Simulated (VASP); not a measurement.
# W (I4/mmm) in VASP: single point with PBEsol

Aim: the single point of W with PBEsol.

Everything below comes from runs of VASP 6.6.1. Logs are shortened: lines on timing, memory, paths and dates and some standing lists are left out, and cuts for length are marked.

**1. The cell of the first run**

It takes space group I4/mmm (No. 139, tetragonal). The conventional cell has a = 2.707 Å, b = 2.707 Å, c = 4.152 Å, α = 90.00°, β = 90.00°, γ = 90.00°. W (site symmetry 4/mmm) has 12 W at 2.71 to 2.82 Å within 3.6 Å.

**2. Single point, PBEsol**

POSCAR reads:

```
W
1.0
    0.0000000000      2.7067280000      0.0000000000
    2.7067280000      0.0000000000      0.0000000000
    1.3533640000      1.3533640000     -2.0761410000
W
1
Direct
    0.0000000000      0.0000000000      0.0000000000
```

INCAR.step1 reads:

```
SYSTEM = W
PREC = Accurate ; ENCUT = 520
EDIFF = 1E-6 ; ISMEAR = -1
SIGMA = 0.1 ; LREAL = .False.
LASPH = .True. ; NELM = 80
ALGO = Normal ; ISIF = 2
LWAVE = .False. ; LCHARG = .True.
LMAXMIX = 4 ; GGA = PS
NBANDS = 13
```

KPOINTS.step1 reads:

```
Automatic mesh
0
Gamma
  16 16 16
  0 0 0
```

INCAR.step2 reads:

```
SYSTEM = W
PREC = Accurate ; ENCUT = 520
EDIFF = 1E-6 ; ISMEAR = -5
SIGMA = 0.1 ; LREAL = .False.
LASPH = .True. ; NELM = 80
ALGO = Normal ; ISIF = 2
LWAVE = .False. ; LCHARG = .False.
LMAXMIX = 4 ; GGA = PS
LORBIT = 11 ; NEDOS = 2001
ICHARG = 11
```

KPOINTS.step2 reads:

```
Automatic mesh
0
Gamma
  24 24 24
  0 0 0
```

Potentials or basis: VASP PAW PBE potentials, release 64 (W_sv).

Started as:

```sh
> cat potpaw_PBE.64/W_sv/POTCAR > POTCAR
> cp INCAR.step1 INCAR
> cp KPOINTS.step1 KPOINTS
> mpirun -np 1 vasp_std > vasp.out
> cp INCAR.step2 INCAR
> cp KPOINTS.step2 KPOINTS
> mpirun -np 1 vasp_std > vasp.out
```

OUTCAR:

```text
SYSTEM = W
   PREC = Accurate
   ENCUT = 520
   EDIFF = 1E-6
   ISMEAR = -5
   LREAL = .False.
   LASPH = .True.
   NELM = 80
   ISIF = 2
   GGA = PS
   LORBIT = 11
   ICHARG = 11

 ion  position               nearest neighbor table
   1  0.000  0.000  0.000-

  LATTYP: Found a body centered tetragonal cell.
 ALAT       =     2.7067280000
 C/A-ratio  =     1.5340595730

  Lattice vectors:

 A1 = (  -1.3533640000,   1.3533640000,   2.0761410000)
 A2 = (   1.3533640000,  -1.3533640000,   2.0761410000)
 A3 = (   1.3533640000,   1.3533640000,  -2.0761410000)

Analysis of symmetry for initial positions (statically):
=====================================================================
 Subroutine PRICEL returns:
 Original cell was already a primitive cell.

 Routine SETGRP: Setting up the symmetry group for a
 body centered tetragonal supercell.

 Subroutine GETGRP returns: Found 16 space group operations
 (whereof 16 operations were pure point group operations)
 out of a pool of 16 trial point group operations.

The static configuration has the point symmetry D_4h.

Analysis of symmetry for dynamics (positions and initial velocities):
=====================================================================
 Subroutine PRICEL returns:
 Original cell was already a primitive cell.

 Routine SETGRP: Setting up the symmetry group for a
 body centered tetragonal supercell.

 Subroutine GETGRP returns: Found 16 space group operations
 (whereof 16 operations were pure point group operations)
 out of a pool of 16 trial point group operations.

The dynamic configuration has the point symmetry D_4h.

 Subroutine INISYM returns: Found 16 space group operations
 (whereof 16 operations are pure point group operations),
 and found     1 'primitive' translations

----------------------------------------------------------------------------------------

                                     Primitive cell

  volume of cell :      15.2106

  direct lattice vectors                    reciprocal lattice vectors
     0.000000000  2.706728000  0.000000000     0.000000000  0.369449756  0.240831427
     2.706728000  0.000000000  0.000000000     0.369449756  0.000000000  0.240831427
     1.353364000  1.353364000 -2.076141000     0.000000000  0.000000000 -0.481662854

  length of vectors
     2.706728000  2.706728000  2.823747454     0.441013490  0.441013490  0.481662854

  position of ions in fractional coordinates (direct lattice)
     0.000000000  0.000000000  0.000000000

  ion indices of the primitive-cell ions
   primitive index   ion index
                 1           1

----------------------------------------------------------------------------------------

 KPOINTS: Automatic mesh

Automatic generation of k-mesh.
 Grid dimensions read from file:
 generate k-points for:   24   24   24

 Generating k-lattice:

  Cartesian coordinates                     Fractional coordinates (reciprocal lattice)
     0.000000000  0.015393740  0.010034643     0.041666667  0.000000000  0.000000000
     0.015393740  0.000000000  0.010034643     0.000000000  0.041666667  0.000000000
     0.000000000  0.000000000 -0.020069286     0.000000000  0.000000000  0.041666667

  Length of vectors
     0.018375562  0.018375562  0.020069286

  Shift w.r.t. Gamma in fractional coordinates (k-lattice)
     0.000000000  0.000000000  0.000000000

 TETIRR: Found  17515 inequivalent tetrahedra from    82944

 Subroutine IBZKPT returns following result:
 ===========================================

 Found   1063 irreducible k-points:

 Following reciprocal coordinates:
            Coordinates               Weight
  0.000000  0.000000  0.000000      1.000000
  0.041667  0.000000 -0.000000      8.000000
  0.083333  0.000000  0.000000      8.000000
  0.125000  0.000000  0.000000      8.000000
  0.166667  0.000000  0.000000      8.000000
  0.208333  0.000000  0.000000      8.000000
[... 16 lines left out ...]
  0.416667  0.041667 -0.000000     16.000000
  0.458333  0.041667 -0.000000     16.000000
 [... further k-points ...]
   k-points           NKPTS =   1063   k-points in BZ     NKDIM =   1063   number of bands    NBANDS=     11
   number of dos      NEDOS =   2001   number of ions     NIONS =      1
   total plane-waves  NPLWV =   9600
   dimension x,y,z NGX =    20 NGY =   20 NGZ =   24
   dimension x,y,z NGXF=    40 NGYF=   40 NGZF=   48
   ions per type =               1
   NGX,Y,Z   is equivalent  to a cutoff of  12.28, 12.28, 14.13 a.u.
   NGXF,Y,Z  is equivalent  to a cutoff of  24.57, 24.57, 28.26 a.u.
 SYSTEM =  W
   PREC   = accura    normal or accurate (medium, high low for compatibility)
   ISTART =      0    job   : 0-new  1-cont  2-samecut
   ICHARG =     11    charge: 1-file 2-atom 10-const
   ISPIN  =      1    spin polarized calculation?
   LNONCOLLINEAR =      F non collinear calculations
   LSORBIT =      F    spin-orbit coupling
   LASPH  =      T    aspherical Exc in radial PAW
   ENCUT  =  520.0 eV  38.22 Ry    6.18 a.u.   5.03  5.03  5.25*2*pi/ulx,y,z
   NELM   =     80;   NELMIN=  2; NELMDL=  0     # of ELM steps
   EDIFF  = 0.1E-05   stopping-criterion for ELM
   LREAL  =      F    real-space projection
   EDIFFG = 0.1E-04   stopping-criterion for IOM
   NSW    =      0    number of steps for IOM
   IBRION =     -1    ionic relax: 0-MD 1-quasi-New 2-CG
   NFREE  =      0    steps in history (QN), initial steepest desc. (CG)
   ISIF   =      2    stress and relaxation
   ISYM   =      2    0-nonsym 1-usesym 2-fastsym
   POTIM  = 0.5000    time-step for ionic-motion
   TEBEG  =    0.0;   TEEND  =   0.0 temperature during run
   PSTRESS=    0.0 pullay stress
   NELECT =      14.0000    total number of electrons
   NUPDOWN=      -1.0000    fix difference up-down
   EMIN   =  10.00;   EMAX   =-10.00  energy-range for DOS
   EFERMI =   0.00;   METHOD = LEGACY
   ISMEAR =    -5;   SIGMA  =   0.10  broadening in eV -4-tet -1-fermi 0-gaus
   EFERMI_NEDOS =   21; number of points for ismear=-14 and -15
   IALGO  =     38    algorithm
   IMIX   =      4    mixing-type and parameters
     AMIX     =   0.40;   BMIX     =  1.00
     AMIX_MAG =   1.60;   BMIX_MAG =  1.00
  volume/ion in A,a.u.               =      15.21       102.65
  Fermi-wavevector in a.u.,A,eV,Ry     =   1.592461  3.009315 34.503452  2.535932
  Thomas-Fermi vector in A             =   2.690843
   LORBIT       =     11    0 simple, 1 ext, 2 COOP (PROOUT), +10 PAW based schemes
   GGA     = PS    functional components
   LHFCALC =     F    Hartree Fock is set to
   AEXX    =    0.0000 exact exchange contribution
   IVDW    =     0    specifies the selected vdW correction
   LEPSILON=     F    determine dielectric tensor
   LRPA    =     F    only Hartree local field effects (RPA)
 non-spin polarized calculation
 Fermi weights with tetrahedron method with Bloechl corrections
  energy-cutoff  :      520.00
  volume of cell :       15.21
 maximum number of plane-waves:       424

 number of electron      13.9999998 magnetization

 Free energy of the ion-electron system (eV)
  ---------------------------------------------------
  ext. energy  EPLUGINS =         0.00000000
  ---------------------------------------------------
  free energy    TOTEN  =       -13.31585366 eV

  energy without entropy =      -13.31585366  energy(sigma->0) =      -13.31585366

 E-fermi :  11.5623     XC(G=0): -13.9859

 val. band max:       11.6130341516   @ k =  -0.2500   0.2083  -0.0000
 cond. band min:      11.4993921740   @ k =  -0.3750   0.0000   0.0833
 fundamental gap:     -0.1136419776
 Fermi energy:        11.5622502849

 k-point     1 :       0.0000    0.0000    0.0000
  band No.  band energies     occupation
      1     -62.1193      2.00000
      2     -25.6900      2.00000
      3     -25.5964      2.00000
      4     -25.5964      2.00000
      5       1.9959      2.00000
      6       9.9566      2.00000
      7      11.1806      2.00000
      8      11.1806      2.00000
      9      13.1818      0.00000
     10      15.0717      0.00000
     11      24.4099      0.00000

 k-point     2 :       0.0417    0.0000   -0.0000
  band No.  band energies     occupation
      1     -62.1167      2.00000
      2     -25.7014      2.00000
      3     -25.6176      2.00000
      4     -25.5984      2.00000
      5       2.0807      2.00000
      6       9.9745      2.00000
      7      11.1302      2.00000
      8      11.2211      2.00000
      9      13.1595      0.00000
     10      15.0158      0.00000
     11      24.5832      0.00000

 k-point     3 :       0.0833    0.0000    0.0000
  band No.  band energies     occupation
      1     -62.1091      2.00000
      2     -25.7520      2.00000
      3     -25.6622      2.00000
      4     -25.6041      2.00000
      5       2.3296      2.00000
      6      10.0056      2.00000
      7      11.0064      2.00000
      8      11.3367      2.00010
      9      13.1135      0.00000
     10      14.8637      0.00000
     11      25.0700      0.00000

 k-point     4 :       0.1250    0.0000    0.0000
  band No.  band energies     occupation
      1     -62.0971      2.00000
      2     -25.8658      2.00000
      3     -25.6981      2.00000
      4     -25.6133      2.00000
      5       2.7245      2.00000
      6       9.9859      2.00000
      7      10.8801      2.00000
      8      11.5074      1.65423
      9      13.1027      0.00000
     10      14.6603      0.00000
     11      25.7407      0.00000
[... 239 lines left out ...]
 k-point    22 :       0.3750    0.0417   -0.0000
  band No.  band energies     occupation
      1     -61.9839      2.00000
      2     -26.9455      2.00000
      3     -25.9080      2.00000
      4     -25.7196      2.00000
      5       5.3888      2.00000
      6      10.0032      2.00000
      7      11.0090      2.00000
      8      11.3645      2.02949
      9      15.8182      0.00000
     10      16.4431      0.00000
     11      23.3063      0.00000

 k-point    23 :       0.4167    0.0417   -0.0000
  band No.  band energies     occupation
      1     -61.9729      2.00000
      2     -27.0453      2.00000
      3     -25.9275      2.00000
      4     -25.7262      2.00000
      5       5.4245      2.00000
      6       9.9178      2.00000
      7      11.0785      2.00000
      8      11.7742      0.03089
      9      16.3668      0.00000
     10      16.8943      0.00000
     11      23.0361      0.00000

 k-point    24 :       0.4583    0.0417   -0.0000
  band No.  band energies     occupation
      1     -61.9665      2.00000
      2     -27.1023      2.00000
      3     -25.9391      2.00000
      4     -25.7289      2.00000
      5       5.4286      2.00000
      6       9.8782      2.00000
      7      11.0081      2.00000
      8      12.1738     -0.00184
      9      16.6847      0.00000
     10      17.2108      0.00000
     11      22.9032      0.00000

 [... further k-points ...]
[... 5 lines left out ...]
  --------------------------------------------------------------------------------------
  -------------------------------------------------------------------------------------
  Total        1.2179654      1.2179654      2.5162466      0.0000000      0.0000000      0.0000000
  in kB      128.2919679    128.2919679    265.0438392      0.0000000      0.0000000      0.0000000
  external PRESSURE =     173.8759250 kB  Pullay stress =       0.0000000 kB

 VOLUME and BASIS-vectors are now :
 -----------------------------------------------------------------------------
  energy-cutoff  :      520.00
  volume of cell :       15.21
      direct lattice vectors                 reciprocal lattice vectors
     0.000000000  2.706728000  0.000000000     0.000000000  0.369449756  0.240831427
     2.706728000  0.000000000  0.000000000     0.369449756  0.000000000  0.240831427
     1.353364000  1.353364000 -2.076141000     0.000000000  0.000000000 -0.481662854

 POSITION                                       TOTAL-FORCE (eV/Angst)
 -----------------------------------------------------------------------------------
      0.00000      0.00000      0.00000         0.000000      0.000000      0.000000
 -----------------------------------------------------------------------------------
    total drift:                               -0.000000     -0.000000     -0.000000

  FREE ENERGIE OF THE ION-ELECTRON SYSTEM (eV)
  ---------------------------------------------------
  free  energy   TOTEN  =       -13.3158536617 eV

  energy  without entropy=      -13.3158536617  energy(sigma->0) =      -13.31585366

 total charge

# of ion       s       p       d       tot
------------------------------------------
    1        2.432   6.351   3.438  12.221
```

Run time: 51 s. Hardware: 1 thread of Intel Xeon 6975P-C (Granite Rapids), shared host; peak memory 0.31 GiB.

What came out:

| Quantity | Value |
| --- | --- |
| Valence electrons inside the program's atomic spheres | W 12.22 |

Caveat: the PAW data sets were made with another functional, which shifts forces and pressure a little; spin-orbit coupling is left out, which moves the levels of the heavy elements; tetrahedron occupations give inexact forces and stress in metals.
